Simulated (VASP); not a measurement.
# SiNi (Pmmn) in VASP: settings compared

The runs below take SiNi through relaxation of cell and atoms, single point, with LDA, PBE.

Program: VASP 6.6.1. These are calculated values, not measurements. Logs are shortened: lines on timing, memory, paths and dates and some standing lists are left out, and cuts for length are marked.

### Step 1. The cell of the first run

It takes space group Pmmn (No. 59, orthorhombic). Conventional cell: a = 3.027 Å, b = 3.273 Å, c = 4.698 Å, α = 90.00°, β = 90.00°, γ = 90.00°. Within 3.1 Å of Si (site symmetry mm2) lie 6 Ni at 2.34 to 2.40 Å and 6 Si at 2.68 to 3.03 Å. Ni (site symmetry mm2) has 6 Si at 2.34 to 2.40 Å and 6 Ni at 2.67 to 3.03 Å within 3.1 Å.

### Step 2. Relaxation of cell and atoms, LDA

The input, INCAR:

```
SYSTEM = SiNi
PREC     = Accurate       ! precision mode
ENCUT    = 600            ! plane-wave cutoff, eV
EDIFF    = 1E-6           ! SCF threshold, eV
ISMEAR   = 0              ! smearing method
SIGMA    = 0.1            ! smearing width, eV
LREAL    = .False.        ! projectors in reciprocal space
LASPH    = .True.         ! aspherical terms in the spheres
NELM     = 100            ! most SCF steps
ALGO     = Normal         ! electronic algorithm
ISIF     = 3              ! what is computed and relaxed
LWAVE    = .False.        ! write WAVECAR
LCHARG   = .False.        ! write CHGCAR
GGA      = CA             ! functional
IBRION   = 2              ! ionic algorithm
NSW      = 80             ! ionic steps
EDIFFG   = -0.01          ! ionic threshold
```

The input, KPOINTS:

```
regular mesh
0
Gamma
  14 12 10
  0 0 0
```

The input, POSCAR:

```
SiNi
1.0
    3.0266200000      0.0000000000      0.0000000000
    0.0000000000      3.2735000000      0.0000000000
    0.0000000000      0.0000000000      4.6977600000
Si Ni
2 2
Direct
    0.5000000000      0.5000000000      0.8423000000
    0.0000000000      0.0000000000      0.1577000000
    0.5000000000      0.5000000000      0.3442200000
    0.0000000000      0.0000000000      0.6557800000
```

Potentials or basis: VASP PAW LDA potentials, release 64 (Si, Ni).

Run with:

```bash
> cat potpaw_LDA.64/Si/POTCAR potpaw_LDA.64/Ni/POTCAR > POTCAR
> mpirun -np 1 vasp_std > vasp.out
```

OUTCAR:

```text
SYSTEM = SiNi
   PREC = Accurate
   ENCUT = 600
   EDIFF = 1E-6
   ISMEAR = 0
   LREAL = .False.
   LASPH = .True.
   NELM = 100
   ISIF = 3
   GGA = CA
   IBRION = 2
   NSW = 80
   EDIFFG = -0.01

 ion  position               nearest neighbor table
   1  0.500  0.500  0.842-   3 2.34   3 2.36   4 2.40   4 2.40   4 2.40   4 2.40   2 2.68   2 2.68
                             2 2.68   2 2.68
   2  0.000  0.000  0.158-   4 2.34   4 2.36   3 2.40   3 2.40   3 2.40   3 2.40   1 2.68   1 2.68
                             1 2.68   1 2.68
   3  0.500  0.500  0.344-   1 2.34   1 2.36   2 2.40   2 2.40   2 2.40   2 2.40   4 2.67   4 2.67
                             4 2.67   4 2.67
   4  0.000  0.000  0.656-   2 2.34   2 2.36   1 2.40   1 2.40   1 2.40   1 2.40   3 2.67   3 2.67
                             3 2.67   3 2.67

  LATTYP: Found a simple orthorhombic cell.
 ALAT       =     3.0266200000
 B/A-ratio  =     1.0815695396
 C/A-ratio  =     1.5521472798

  Lattice vectors:

 A1 = (   3.0266200000,   0.0000000000,   0.0000000000)
 A2 = (   0.0000000000,   3.2735000000,   0.0000000000)
 A3 = (   0.0000000000,   0.0000000000,   4.6977600000)

Analysis of symmetry for initial positions (statically):
=====================================================================
 Subroutine PRICEL returns:
 Original cell was already a primitive cell.

 Routine SETGRP: Setting up the symmetry group for a
 simple orthorhombic supercell.

 Subroutine GETGRP returns: Found  8 space group operations
 (whereof  4 operations were pure point group operations)
 out of a pool of  8 trial point group operations.

The static configuration has the point symmetry C_2v.
 The point group associated with its full space group is D_2h.

Analysis of symmetry for dynamics (positions and initial velocities):
=====================================================================
 Subroutine PRICEL returns:
 Original cell was already a primitive cell.

 Routine SETGRP: Setting up the symmetry group for a
 simple orthorhombic supercell.

 Subroutine GETGRP returns: Found  8 space group operations
 (whereof  4 operations were pure point group operations)
 out of a pool of  8 trial point group operations.

The dynamic configuration has the point symmetry C_2v.
 The point group associated with its full space group is D_2h.

 Subroutine INISYM returns: Found  8 space group operations
 (whereof  4 operations are pure point group operations),
 and found     1 'primitive' translations

----------------------------------------------------------------------------------------

                                     Primitive cell

  volume of cell :      46.5437

  direct lattice vectors                    reciprocal lattice vectors
     3.026620000  0.000000000  0.000000000     0.330401570  0.000000000  0.000000000
     0.000000000  3.273500000  0.000000000     0.000000000  0.305483428  0.000000000
     0.000000000  0.000000000  4.697760000     0.000000000  0.000000000  0.212867409

  length of vectors
     3.026620000  3.273500000  4.697760000     0.330401570  0.305483428  0.212867409

  position of ions in fractional coordinates (direct lattice)
     0.500000000  0.500000000  0.842300000
     0.000000000  0.000000000  0.157700000
     0.500000000  0.500000000  0.344220000
     0.000000000  0.000000000  0.655780000

  ion indices of the primitive-cell ions
   primitive index   ion index
                 1           1
                 2           2
                 3           3
                 4           4

----------------------------------------------------------------------------------------

 KPOINTS: regular mesh

Automatic generation of k-mesh.
 Grid dimensions read from file:
 generate k-points for:   14   12   10

 Generating k-lattice:

  Cartesian coordinates                     Fractional coordinates (reciprocal lattice)
     0.023600112  0.000000000  0.000000000     0.071428571  0.000000000  0.000000000
     0.000000000  0.025456952  0.000000000     0.000000000  0.083333333  0.000000000
     0.000000000  0.000000000  0.021286741     0.000000000  0.000000000  0.100000000

  Length of vectors
     0.023600112  0.025456952  0.021286741

  Shift w.r.t. Gamma in fractional coordinates (k-lattice)
     0.000000000  0.000000000  0.000000000

 Subroutine IBZKPT returns following result:
 ===========================================

 Found    336 irreducible k-points:

 Following reciprocal coordinates:
            Coordinates               Weight
  0.000000  0.000000  0.000000      1.000000
  0.071429  0.000000  0.000000      2.000000
  0.142857  0.000000  0.000000      2.000000
  0.214286  0.000000  0.000000      2.000000
  0.285714  0.000000  0.000000      2.000000
  0.357143  0.000000  0.000000      2.000000
[... 16 lines left out ...]
  0.428571  0.166667  0.000000      4.000000
  0.500000  0.166667  0.000000      2.000000
 [... further k-points ...]
   k-points           NKPTS =    336   k-points in BZ     NKDIM =    336   number of bands    NBANDS=     18
   number of dos      NEDOS =    301   number of ions     NIONS =      4
   total plane-waves  NPLWV =  26880
   dimension x,y,z NGX =    24 NGY =   28 NGZ =   40
   dimension x,y,z NGXF=    48 NGYF=   56 NGZF=   80
   ions per type =               2   2
   NGX,Y,Z   is equivalent  to a cutoff of  13.18, 14.22, 14.16 a.u.
   NGXF,Y,Z  is equivalent  to a cutoff of  26.37, 28.44, 28.31 a.u.
 SYSTEM =  SiNi
   PREC   = accura    normal or accurate (medium, high low for compatibility)
   ISTART =      0    job   : 0-new  1-cont  2-samecut
   ICHARG =      2    charge: 1-file 2-atom 10-const
   ISPIN  =      1    spin polarized calculation?
   LNONCOLLINEAR =      F non collinear calculations
   LSORBIT =      F    spin-orbit coupling
   LASPH  =      T    aspherical Exc in radial PAW
   ENCUT  =  600.0 eV  44.10 Ry    6.64 a.u.   6.04  6.54  9.38*2*pi/ulx,y,z
   NELM   =    100;   NELMIN=  2; NELMDL= -5     # of ELM steps
   EDIFF  = 0.1E-05   stopping-criterion for ELM
   LREAL  =      F    real-space projection
   EDIFFG = -.1E-01   stopping-criterion for IOM
   NSW    =     80    number of steps for IOM
   IBRION =      2    ionic relax: 0-MD 1-quasi-New 2-CG
   NFREE  =      1    steps in history (QN), initial steepest desc. (CG)
   ISIF   =      3    stress and relaxation
   ISYM   =      2    0-nonsym 1-usesym 2-fastsym
   POTIM  = 0.5000    time-step for ionic-motion
   TEBEG  =    0.0;   TEEND  =   0.0 temperature during run
   PSTRESS=    0.0 pullay stress
   NELECT =      28.0000    total number of electrons
   NUPDOWN=      -1.0000    fix difference up-down
   EMIN   =  10.00;   EMAX   =-10.00  energy-range for DOS
   EFERMI =   0.00;   METHOD = LEGACY
   ISMEAR =     0;   SIGMA  =   0.10  broadening in eV -4-tet -1-fermi 0-gaus
   EFERMI_NEDOS =   21; number of points for ismear=-14 and -15
   IALGO  =     38    algorithm
   IMIX   =      4    mixing-type and parameters
     AMIX     =   0.40;   BMIX     =  1.00
     AMIX_MAG =   1.60;   BMIX_MAG =  1.00
  volume/ion in A,a.u.               =      11.64        78.52
  Fermi-wavevector in a.u.,A,eV,Ry     =   1.381997  2.611596 25.985987  1.909916
  Thomas-Fermi vector in A             =   2.506729
   LORBIT       =      0    0 simple, 1 ext, 2 COOP (PROOUT), +10 PAW based schemes
   GGA     = CA    functional components
   LHFCALC =     F    Hartree Fock is set to
   AEXX    =    0.0000 exact exchange contribution
   IVDW    =     0    specifies the selected vdW correction
   LEPSILON=     F    determine dielectric tensor
   LRPA    =     F    only Hartree local field effects (RPA)
 conjugate gradient relaxation of ions
 non-spin polarized calculation
 Gauss-broadening in eV      SIGMA  =   0.10
  energy-cutoff  :      600.00
  volume of cell :       46.54
 maximum number of plane-waves:      1580
   NGX = 13   NGY = 13   NGZ = 19

--------------------------------------- Ionic step        1  -------------------------------------------

 number of electron      27.9999997 magnetization

 Free energy of the ion-electron system (eV)
  ---------------------------------------------------
  ext. energy  EPLUGINS =         0.00000000
  ---------------------------------------------------
  free energy    TOTEN  =       -27.24443156 eV

  energy without entropy =      -27.23875085  energy(sigma->0) =      -27.24159121

------------------------ aborting loop because EDIFF is reached ----------------------------------------

  FORCE on cell =-STRESS in cart. coord.  units (eV):
  Direction    XX          YY          ZZ          XY          YZ          ZX
  --------------------------------------------------------------------------------------
  -------------------------------------------------------------------------------------
  Total       -2.4059889     -2.7382938     -3.1906193      0.0000000      0.0000000      0.0000000
  in kB      -82.8215067    -94.2604589   -109.8308889      0.0000000      0.0000000      0.0000000
  external PRESSURE =     -95.6376182 kB  Pullay stress =       0.0000000 kB
[... 251 lines left out ...]
  energy  without entropy=      -27.3120279974  energy(sigma->0) =      -27.31473437

--------------------------------------- Ionic step        8  -------------------------------------------

 number of electron      28.0000000 magnetization

 Free energy of the ion-electron system (eV)
  ---------------------------------------------------
  ext. energy  EPLUGINS =         0.00000000
  ---------------------------------------------------
  free energy    TOTEN  =       -27.31747420 eV

  energy without entropy =      -27.31205884  energy(sigma->0) =      -27.31476652

 E-fermi :  11.9213     XC(G=0): -12.9112

 val. band max:       11.9040568299   @ k =   0.5000   0.3333   0.4000
 cond. band min:      11.9272013363   @ k =   0.2143   0.2500   0.5000
 fundamental gap:      0.0231445063
 Fermi energy:        11.9212561061

 k-point     1 :       0.0000    0.0000    0.0000
  band No.  band energies     occupation
      1      -2.3105      2.00000
      2       3.5516      2.00000
      3       5.1662      2.00000
      4       7.4632      2.00000
      5       8.1425      2.00000
      6       8.6911      2.00000
[... 10 lines left out ...]
     17      17.1770      0.00000
     18      17.4868      0.00000
[... 466 lines left out ...]
      2       1.9288      2.00000
      3       6.6730      2.00000
      4       6.6730      2.00000
      5       7.3232      2.00000
      6       7.3232      2.00000
[... 10 lines left out ...]
     17      14.0859      0.00000
     18      14.0859      0.00000

 [... further k-points ...]

------------------------ aborting loop because EDIFF is reached ----------------------------------------

  FORCE on cell =-STRESS in cart. coord.  units (eV):
  Direction    XX          YY          ZZ          XY          YZ          ZX
  --------------------------------------------------------------------------------------
  -------------------------------------------------------------------------------------
  Total        0.0169255      0.0153029     -0.0024900      0.0000000      0.0000000      0.0000000
  in kB        0.6130904      0.5543153     -0.0901941      0.0000000      0.0000000      0.0000000
  external PRESSURE =       0.3590705 kB  Pullay stress =       0.0000000 kB
[... 19 lines left out ...]
  FREE ENERGIE OF THE ION-ELECTRON SYSTEM (eV)
  ---------------------------------------------------
  free  energy   TOTEN  =       -27.3174742027 eV

  energy  without entropy=      -27.3120588378  energy(sigma->0) =      -27.31476652

 reached required accuracy - stopping structural energy minimisation
```

Run time: 18 min. Hardware: 1 thread of Intel Xeon Platinum 8259CL at 2.50GHz (Skylake/Cascade Lake), shared host; peak memory 0.42 GiB.

What came out:

| Item | Value |
| --- | --- |
| Free energy | -27.3175 eV |
| Relaxed volume | 11.06 Å³/atom |
| Relaxed cell | a = 2.975 Å, b = 3.208 Å, c = 4.634 Å, α = 90.00°, β = 90.00°, γ = 90.00° |
| Space group after relaxing (to 0.1 Å) | Pmmn (No. 59) |
| Energy gained by relaxing | 18.3 meV/atom |
| Ionic steps | 8 |
| Pressure after relaxing | 0.0 GPa |
| Largest force after relaxing | 0.008 eV/Å |
| Band gap on the k mesh | zero (bands 14 and 15 overlap by 2.44 eV) |

Forces on the atoms (eV/Å):
```
Si   0.000  0.000 -0.005
Si   0.000  0.000  0.005
Ni   0.000  0.000 -0.008
Ni   0.000  0.000  0.008
```

Step by step:
```tsv
step	energy change (eV)	largest force (eV/Å)	pressure (GPa)	volume (Å³)
1	0.0000	0.1600	-9.56	46.54
2	0.0231	0.2319	13.02	42.02
3	-0.0714	0.0068	-0.21	44.36
4	-0.0715	0.0100	-0.06	44.31
5	-0.0729	0.0116	0.05	44.24
6	-0.0730	0.0196	-0.05	44.21
7	-0.0730	0.0202	0.06	44.21
8	-0.0730	0.0076	0.04	44.23
```

Final structure:
```
CELL_PARAMETERS angstrom
2.97530 0.00000 0.00000
0.00000 3.20813 0.00000
0.00000 0.00000 4.63388
ATOMIC_POSITIONS crystal
Si 0.50000 0.50000 0.84151
Si 0.00000 0.00000 0.15849
Ni 0.50000 0.50000 0.34336
Ni 0.00000 0.00000 0.65664
```

Spin polarisation is off, so any magnetic state and its effect on volume and gap are missing. Zero-point motion and thermal expansion aren't in these numbers.

(Continued in part 2 of 2.)

The gap in the log of VASP goes by the Fermi energy; the results here count the filled bands.